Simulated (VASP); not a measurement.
# RbCl (Fm-3m) in VASP: further runs

RbCl is run at these levels: PBEsol; tasks: electric field gradients.

Program: VASP 6.6.1. These are calculated values, not measurements. Logs are shortened: lines on timing, memory, paths and dates and some standing lists are left out, and cuts for length are marked.

## Step 1: The cell of the first run

Symmetry: Fm-3m, No. 225, cubic system. Conventional cell: a = 6.460 Å, b = 6.460 Å, c = 6.460 Å, α = 90.00°, β = 90.00°, γ = 90.00°. Rb (site symmetry m-3m) has 6 Cl at 3.23 Å within 4.2 Å. Within 4.2 Å of Cl (site symmetry m-3m) lie 6 Rb at 3.23 Å.

## Step 2: Electric field gradients, PBEsol (volume scaled by 0.96)

Input file INCAR:

```
PREC = Accurate
ENCUT = 400
EDIFF = 1E-8
ISMEAR = -1
SIGMA = 0.02
LREAL = F
LASPH = T
NELM = 120
ALGO = Normal
ISIF = 2
LWAVE = F
LCHARG = F
GGA = PS
LEFG = T
NBANDS = 15
GGA_COMPAT = F
```

Input file KPOINTS:

```
regular mesh
0
Gamma
  7 7 7
```

Input file POSCAR:

```
RbCl
1.0
    0.0000000000      3.2297513325      3.2297513325
    3.2297513325      0.0000000000      3.2297513325
    3.2297513325      3.2297513325      0.0000000000
Rb Cl
1 1
Direct
    0.0000000000      0.0000000000      0.0000000000
    0.5000000000      0.5000000000      0.5000000000
```

Potentials or basis: VASP PAW PBE potentials, release 64 (Rb_sv, Cl).

Run with:

```
> cat potpaw_PBE.64/Rb_sv/POTCAR potpaw_PBE.64/Cl/POTCAR > POTCAR
> mpirun -np 1 vasp_std > vasp.out
```

OUTCAR:

```text
PREC = Accurate
   ENCUT = 400
   EDIFF = 1E-8
   ISMEAR = -1
   LREAL = F
   LASPH = T
   NELM = 120
   ISIF = 2
   GGA = PS

 ion  position               nearest neighbor table
   1  0.000  0.000  0.000-   2 3.23   2 3.23   2 3.23   2 3.23   2 3.23   2 3.23
   2  0.500  0.500  0.500-   1 3.23   1 3.23   1 3.23   1 3.23   1 3.23   1 3.23

  LATTYP: Found a face centered cubic cell.
 ALAT       =     6.4595026650

  Lattice vectors:

 A1 = (   0.0000000000,   3.2297513325,   3.2297513325)
 A2 = (   3.2297513325,   0.0000000000,   3.2297513325)
 A3 = (   3.2297513325,   3.2297513325,   0.0000000000)

Analysis of symmetry for initial positions (statically):
=====================================================================
 Subroutine PRICEL returns:
 Original cell was already a primitive cell.

 Routine SETGRP: Setting up the symmetry group for a
 face centered cubic supercell.

 Subroutine GETGRP returns: Found 48 space group operations
 (whereof 48 operations were pure point group operations)
 out of a pool of 48 trial point group operations.

The static configuration has the point symmetry O_h .

Analysis of symmetry for dynamics (positions and initial velocities):
=====================================================================
 Subroutine PRICEL returns:
 Original cell was already a primitive cell.

 Routine SETGRP: Setting up the symmetry group for a
 face centered cubic supercell.

 Subroutine GETGRP returns: Found 48 space group operations
 (whereof 48 operations were pure point group operations)
 out of a pool of 48 trial point group operations.

The dynamic configuration has the point symmetry O_h .

 Subroutine INISYM returns: Found 48 space group operations
 (whereof 48 operations are pure point group operations),
 and found     1 'primitive' translations

----------------------------------------------------------------------------------------

                                     Primitive cell

  volume of cell :      67.3810

  direct lattice vectors                    reciprocal lattice vectors
     0.000000000  3.229751332  3.229751332    -0.154810680  0.154810680  0.154810680
     3.229751332  0.000000000  3.229751332     0.154810680 -0.154810680  0.154810680
     3.229751332  3.229751332  0.000000000     0.154810680  0.154810680 -0.154810680
[... 131 lines left out ...]
 fundamental gap:      5.0096730037
 Fermi energy:        -1.3037111413

 k-point     1 :       0.0000    0.0000    0.0000
  band No.  band energies     occupation
      1     -25.4830      2.00000
      2     -13.7582      2.00000
      3      -9.5430      2.00000
      4      -9.5430      2.00000
      5      -9.5430      2.00000
      6      -1.7340      2.00000
      7      -1.7340      2.00000
      8      -1.7340      2.00000
      9       3.2756      0.00000
     10       6.1916      0.00000
     11       6.1916      0.00000
     12       6.1916      0.00000
     13       7.2141      0.00000
     14       7.2141      0.00000
[... 329 lines left out ...]
      2     -13.7533      2.00000
      3      -9.7857      2.00000
      4      -9.7160      2.00000
      5      -9.5335      2.00000
      6      -2.2642      2.00000
      7      -1.9945      2.00000
      8      -1.9937      2.00000
      9       5.5804      0.00000
     10       6.3108      0.00000
     11       7.7752      0.00000
     12       7.9153      0.00000
     13       9.7065      0.00000
     14       9.8621      0.00000
     15      10.9742      0.00000

------------------------ aborting loop because EDIFF is reached ----------------------------------------

  FORCE on cell =-STRESS in cart. coord.  units (eV):
  Direction    XX          YY          ZZ          XY          YZ          ZX
  --------------------------------------------------------------------------------------
  -------------------------------------------------------------------------------------
  Total        0.3104443      0.3104443      0.3104443     -0.0000000      0.0000000      0.0000000
  in kB        7.3817096      7.3817096      7.3817096     -0.0000000      0.0000000      0.0000000
  external PRESSURE =       7.3817096 kB  Pullay stress =       0.0000000 kB

 VOLUME and BASIS-vectors are now :
 -----------------------------------------------------------------------------
  energy-cutoff  :      400.00
  volume of cell :       67.38
      direct lattice vectors                 reciprocal lattice vectors
     0.000000000  3.229751332  3.229751332    -0.154810680  0.154810680  0.154810680
     3.229751332  0.000000000  3.229751332     0.154810680 -0.154810680  0.154810680
     3.229751332  3.229751332  0.000000000     0.154810680  0.154810680 -0.154810680

 POSITION                                       TOTAL-FORCE (eV/Angst)
 -----------------------------------------------------------------------------------
      0.00000      0.00000      0.00000         0.000000      0.000000      0.000000
      3.22975      3.22975      3.22975        -0.000000     -0.000000     -0.000000
 -----------------------------------------------------------------------------------
    total drift:                                0.000000      0.000000      0.000000

  FREE ENERGIE OF THE ION-ELECTRON SYSTEM (eV)
  ---------------------------------------------------
  free  energy   TOTEN  =        -6.8888827042 eV

  energy  without entropy=       -6.8888827041  energy(sigma->0) =       -6.88888270

 Electric field gradients (V/A^2)
---------------------------------------------------------------------
 ion       V_xx      V_yy      V_zz      V_xy      V_xz      V_yz
---------------------------------------------------------------------
   1       0.000     0.000    -0.000    -0.000    -0.000    -0.000
   2      -0.000    -0.000    -0.000    -0.001    -0.001    -0.001
---------------------------------------------------------------------

 Electric field gradients after diagonalization (V/A^2)
 (convention: |V_zz| > |V_xx| > |V_yy|)
----------------------------------------------------------------------
 ion       V_xx      V_yy      V_zz     asymmetry (V_yy - V_xx)/ V_zz
----------------------------------------------------------------------
   1       0.000     0.000    -0.000       0.000
   2       0.001     0.001    -0.002       0.000
----------------------------------------------------------------------

           NMR quadrupolar parameters

 Cq : quadrupolar parameter    Cq=e*Q*V_zz/h
 eta: asymmetry parameters     (V_yy - V_xx)/ V_zz
 Q  : nuclear electric quadrupole moment in mb (millibarn)
----------------------------------------------------------------------
 ion       Cq(MHz)       eta       Q (mb)
----------------------------------------------------------------------
   1      -0.000       0.000       1.000
   2      -0.000       0.000       1.000
----------------------------------------------------------------------
```

stdout:

```text
POSCAR found type information on POSCAR RbCl
 POSCAR found :  2 types and       2 ions
 scaLAPACK will be used
 -----------------------------------------------------------------------------
|                                                                             |
|                                                                             |
|     You enforced a specific xc type in the INCAR file but a different       |
|     I HOPE YOU KNOW WHAT YOU ARE DOING!                                     |
|                                                                             |
 -----------------------------------------------------------------------------

 LDA part: xc-table for (Slater+PW92), standard interpolation
 POSCAR, INCAR and KPOINTS ok, starting setup
 FFT: planning ... GRIDC
 FFT: planning ... GRID_SOFT
 FFT: planning ... GRID
 WAVECAR not read
 entering main loop
ion   1

ion   2
```

It took 41 s on 1 thread of Intel Xeon 8259CL, shared host; peak memory 0.17 GiB.

What came out:

- Free energy: -6.8889 eV
- Pressure: 0.7 GPa
- Band gap on the k mesh: 5.01 eV, direct

Caveat: without QUAD_EFG the Cq values of the log hold for a quadrupole moment of 1 mb, not for the nuclei; the PAW data sets were made with another functional, which shifts forces and pressure a little.

## Step 3: Electric field gradients, PBEsol (volume scaled by 0.99)

Input file INCAR:

```
  ALGO = Normal
  EDIFF = 1E-8
  ENCUT = 400
  GGA = PS
  GGA_COMPAT = F
  ISIF = 2
  ISMEAR = -1
  LASPH = T
  LCHARG = F
  LEFG = T
  LREAL = F
  LWAVE = F
  NBANDS = 15
  NELM = 120
  PREC = Accurate
  SIGMA = 0.02
```

Input file KPOINTS:

```
k-points
0
Gamma
  7 7 7
```

Input file POSCAR:

```
RbCl
1.0
    0.0000000000      3.2630500854      3.2630500854
    3.2630500854      0.0000000000      3.2630500854
    3.2630500854      3.2630500854      0.0000000000
Rb Cl
1 1
Direct
    0.0000000000      0.0000000000      0.0000000000
    0.5000000000      0.5000000000      0.5000000000
```

Potentials or basis: VASP PAW PBE potentials, release 64 (Rb_sv, Cl).

Run with:

```
> cat potpaw_PBE.64/Rb_sv/POTCAR potpaw_PBE.64/Cl/POTCAR > POTCAR
> mpirun -np 1 vasp_std > vasp.out
```

OUTCAR:

```text
EDIFF = 1E-8
   ENCUT = 400
   GGA = PS
   ISIF = 2
   ISMEAR = -1
   LASPH = T
   LREAL = F
   NELM = 120
   PREC = Accurate

 ion  position               nearest neighbor table
   1  0.000  0.000  0.000-   2 3.26   2 3.26   2 3.26   2 3.26   2 3.26   2 3.26
   2  0.500  0.500  0.500-   1 3.26   1 3.26   1 3.26   1 3.26   1 3.26   1 3.26

  LATTYP: Found a face centered cubic cell.
 ALAT       =     6.5261001708

  Lattice vectors:

 A1 = (   0.0000000000,   3.2630500854,   3.2630500854)
 A2 = (   3.2630500854,   0.0000000000,   3.2630500854)
 A3 = (   3.2630500854,   3.2630500854,   0.0000000000)

Analysis of symmetry for initial positions (statically):
=====================================================================
 Subroutine PRICEL returns:
 Original cell was already a primitive cell.

 Routine SETGRP: Setting up the symmetry group for a
 face centered cubic supercell.

 Subroutine GETGRP returns: Found 48 space group operations
[... 540 lines left out ...]
  volume of cell :       69.49
      direct lattice vectors                 reciprocal lattice vectors
     0.000000000  3.263050085  3.263050085    -0.153230869  0.153230869  0.153230869
     3.263050085  0.000000000  3.263050085     0.153230869 -0.153230869  0.153230869
     3.263050085  3.263050085  0.000000000     0.153230869  0.153230869 -0.153230869

 POSITION                                       TOTAL-FORCE (eV/Angst)
 -----------------------------------------------------------------------------------
      0.00000      0.00000      0.00000         0.000000      0.000000      0.000000
      3.26305      3.26305      3.26305        -0.000000     -0.000000     -0.000000
 -----------------------------------------------------------------------------------
    total drift:                                0.000000      0.000000      0.000000

  FREE ENERGIE OF THE ION-ELECTRON SYSTEM (eV)
  ---------------------------------------------------
  free  energy   TOTEN  =        -6.8950662421 eV

  energy  without entropy=       -6.8950662421  energy(sigma->0) =       -6.89506624

 Electric field gradients (V/A^2)
---------------------------------------------------------------------
 ion       V_xx      V_yy      V_zz      V_xy      V_xz      V_yz
---------------------------------------------------------------------
   1      -0.000    -0.000    -0.000    -0.000    -0.000    -0.000
   2      -0.000    -0.000     0.000    -0.001    -0.001    -0.001
---------------------------------------------------------------------

 Electric field gradients after diagonalization (V/A^2)
 (convention: |V_zz| > |V_xx| > |V_yy|)
----------------------------------------------------------------------
 ion       V_xx      V_yy      V_zz     asymmetry (V_yy - V_xx)/ V_zz
----------------------------------------------------------------------
   1       0.000     0.000    -0.000       0.000
   2       0.001     0.001    -0.001       0.000
----------------------------------------------------------------------

           NMR quadrupolar parameters

 Cq : quadrupolar parameter    Cq=e*Q*V_zz/h
 eta: asymmetry parameters     (V_yy - V_xx)/ V_zz
 Q  : nuclear electric quadrupole moment in mb (millibarn)
----------------------------------------------------------------------
 ion       Cq(MHz)       eta       Q (mb)
----------------------------------------------------------------------
   1      -0.000       0.000       1.000
   2      -0.000       0.000       1.000
----------------------------------------------------------------------
```

stdout:

```text
POSCAR found type information on POSCAR RbCl
 POSCAR found :  2 types and       2 ions
 scaLAPACK will be used
 -----------------------------------------------------------------------------
|                                                                             |
|                                                                             |
|     You enforced a specific xc type in the INCAR file but a different       |
|     I HOPE YOU KNOW WHAT YOU ARE DOING!                                     |
|                                                                             |
 -----------------------------------------------------------------------------

 LDA part: xc-table for (Slater+PW92), standard interpolation
 POSCAR, INCAR and KPOINTS ok, starting setup
 FFT: planning ... GRIDC
 FFT: planning ... GRID_SOFT
 FFT: planning ... GRID
 WAVECAR not read
 entering main loop
ion   1

ion   2
```

It took 39 s on 1 thread of Intel Xeon 8259CL, shared host; peak memory 0.16 GiB.

Results:

- Free energy: -6.8951 eV
- Pressure: 0.2 GPa
- Band gap on the k mesh: 4.92 eV, direct

Caveat: without QUAD_EFG the Cq values of the log hold for a quadrupole moment of 1 mb, not for the nuclei; the PAW data sets were made with another functional, which shifts forces and pressure a little. A k mesh can miss the band edges.
